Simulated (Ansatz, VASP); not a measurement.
# NaH in VASP and in Ansatz

```
Na H
1.0
     0.00000    2.29703    2.29703
     2.29703    0.00000    2.29703
     2.29703    2.29703    0.00000
Na H
1 1
Cartesian
  0.0000 0.0000 0.0000
  2.2970 2.2970 2.2970
```

Alike in both runs: task single point; functional r2SCAN; k mesh 10 × 10 × 10; occupations fermi-dirac, width 0.2 eV; no spin polarisation.

|  | VASP | Ansatz |
| --- | --- | --- |
| version | VASP 6.6.1 | Ansatz 0.2.0 |
| potentials or method | VASP PAW PBE potentials, release 64 (Na_pv, H), cutoff 520 eV | scalar-relativistic, plane waves, PAW |
| valence electrons in the cell | 8 | 10 |

|  | VASP | Ansatz | Ansatz less VASP |
| --- | --- | --- | --- |
| gap on the k mesh at the Fermi level (eV) | 4.67 | 4.66 | -0.013 |
| least direct gap on the mesh (eV) | 5.55 | 5.56 | +0.014 |
| pressure (GPa) | 3.5 | 4.0 | +0.47 |

VASP's potentials were made for PBE, not for r2SCAN. VASP's potentials hold 8 valence electrons a cell and Ansatz's 10, so a difference there can come from the potentials and not from the codes.
